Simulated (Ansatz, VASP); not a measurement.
**One calculation of SiNi3, two programs**

File INCAR:

```
SYSTEM = SiNi3
PREC     = Accurate       ! precision mode
ENCUT    = 520            ! plane-wave cutoff, eV
EDIFF    = 1E-6           ! SCF threshold, eV
ISMEAR   = -1             ! smearing method
SIGMA    = 0.05           ! smearing width, eV
LREAL    = .False.        ! projectors in reciprocal space
LASPH    = .True.         ! aspherical terms in the spheres
NELM     = 150            ! most SCF steps
ALGO     = Normal         ! electronic algorithm
ISIF     = 2              ! what is computed and relaxed
LWAVE    = .False.        ! write WAVECAR
LCHARG   = .False.        ! write CHGCAR
ISPIN    = 2              ! spin polarisation
MAGMOM   = 0 0 0 0        ! initial moments
LORBIT   = 11             ! projections on sites
NUPDOWN  = 0.0            ! fixed moment
LMAXMIX  = 4              ! l up to which the mixer works
GGA      = PE             ! functional
NBANDS   = 29             ! bands
```

File KPOINTS:

```
Automatic mesh
0
Gamma
  6 6 6
  0 0 0
```

Contents of POSCAR:

```
SiNi3
1.0
    3.5420000000      0.0000000000      0.0000000000
    0.0000000000      3.5420000000      0.0000000000
    0.0000000000      0.0000000000      3.5420000000
Ni Si
3 1
Direct
    0.5000000000      0.5000000000      0.0000000000
    0.5000000000      0.0000000000      0.5000000000
    0.0000000000      0.5000000000      0.5000000000
    0.0000000000      0.0000000000      0.0000000000
```

input.yaml

```yaml
crystal:
  lattice:
    - [3.542, 0.0, 0.0]
    - [0.0, 3.542, 0.0]
    - [0.0, 0.0, 3.542]
  atoms:
    - { symbol: Ni, position: [0.5, 0.5, 0.0] }
    - { symbol: Ni, position: [0.5, 0.0, 0.5] }
    - { symbol: Ni, position: [0.0, 0.5, 0.5] }
    - { symbol: Si, position: [0.0, 0.0, 0.0] }
hamiltonian:
  xc: pbe
  pseudopotentials: { kind: paw }
magnetization:
  spin_polarized: true
  initial_magnetization: 0.0
  spin_locking: { lock_magnetization: hard }
kpoints:
  mp_grid: { grid: [6, 6, 6] }
scf:
  occupations: { method: fermi_dirac, width: 0.05 }
  lower_state_search: "off"
output:
  forces: true
  stress: true
  eigenvalues: true
  write_density: true
  write_potential: true
  elf: true
  volumetric_format: npy
```

Alike in both runs: task single point; functional PBE; k mesh 6 × 6 × 6; occupations fermi-dirac, width 0.05 eV; collinear spin; fixed moment 0 μB.

|  | VASP | Ansatz |
| --- | --- | --- |
| version | VASP 6.6.1 | Ansatz 0.2.0 |
| potentials or method | VASP PAW PBE potentials, release 64 (Ni, Si) | Ansatz PAW |
| plane-wave cutoff (eV) | 520 | 420 |
| valence electrons in the cell | 34 | 58 |

VASP gave:

| Item | Value |
| --- | --- |
| pressure (GPa) | -5.9 |
| net moment per atom (μB) | 0.00 |

Problem. What did Ansatz give for the same quantities?

Solution. Pressure (GPa): -6.0; net moment per atom (μB): 0.00.

The functional is the same, so the differences come from potentials, cutoffs and numerics. VASP's potentials hold 34 valence electrons a cell and Ansatz's 58, so a difference there can come from the potentials and not from the codes.
